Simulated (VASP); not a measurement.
A run of VASP 6.6.1 is set up as follows.

File POSCAR:

```
CdS
1.0
    4.1666818299      0.0000000000      0.0000000000
   -2.0833409149      3.6084523142      0.0000000000
    0.0000000000      0.0000000000      6.7725296513
Cd S
2 2
Direct
    0.6666666667      0.3333333333      0.5017379583
    0.3333333333      0.6666666667      0.0017379583
    0.6666666667      0.3333333333      0.8785720417
    0.3333333333      0.6666666667      0.3785720417
```

Contents of INCAR.step1:

```
SYSTEM = CdS
PREC     = Accurate       ! precision mode
ENCUT    = 600            ! plane-wave cutoff, eV
ISMEAR   = 0              ! smearing method
SIGMA    = 0.02           ! smearing width, eV
LREAL    = .False.        ! projectors in reciprocal space
LASPH    = .True.         ! aspherical terms in the spheres
NELM     = 80             ! most SCF steps
GGA      = PE             ! functional
ALGO     = Normal         ! electronic algorithm
EDIFF    = 1E-4           ! SCF threshold, eV
LWAVE    = .True.         ! write WAVECAR
LCHARG   = .False.        ! write CHGCAR
```

INCAR.step2

```
SYSTEM = CdS
PREC     = Accurate       ! precision mode
ENCUT    = 600            ! plane-wave cutoff, eV
EDIFF    = 1E-6           ! SCF threshold, eV
ISMEAR   = 0              ! smearing method
SIGMA    = 0.02           ! smearing width, eV
LREAL    = .False.        ! projectors in reciprocal space
LASPH    = .True.         ! aspherical terms in the spheres
NELM     = 80             ! most SCF steps
ALGO     = Normal         ! electronic algorithm
ISIF     = 3              ! what is computed and relaxed
LWAVE    = .False.        ! write WAVECAR
LCHARG   = .False.        ! write CHGCAR
METAGGA  = R2SCAN         ! meta-GGA
LMIXTAU  = .True.       
IBRION   = 2              ! ionic algorithm
NSW      = 80             ! ionic steps
EDIFFG   = -0.01          ! ionic threshold
ISTART   = 1
```

Contents of KPOINTS:

```
Automatic mesh
0
Gamma
  6 6 4
  0 0 0
```

Potentials or basis: VASP PAW PBE potentials, release 64 (Cd, S).

Launch:

```sh
$ cat potpaw_PBE.64/Cd/POTCAR potpaw_PBE.64/S/POTCAR > POTCAR
$ cp INCAR.step1 INCAR
$ mpirun -np 1 vasp_std > vasp.out
$ cp INCAR.step2 INCAR
$ mpirun -np 1 vasp_std > vasp.out
```

Problem. Estimate the relaxed volume.

Solution. 25.51 Å³/atom.

Problem. Estimate the band gap on the k mesh.

Solution. 1.62 eV.

Final structure:
```
Cd S
1.0
     4.16952    0.00000    0.00000
    -2.08476    3.61091    0.00000
     0.00000    0.00000    6.77671
Cd S
2 2
Direct
  0.66667 0.33333 0.50174
  0.33333 0.66667 0.00174
  0.66667 0.33333 0.87857
  0.33333 0.66667 0.37857
```

Caveat: the PAW data sets were made with another functional, which shifts forces and pressure a little.
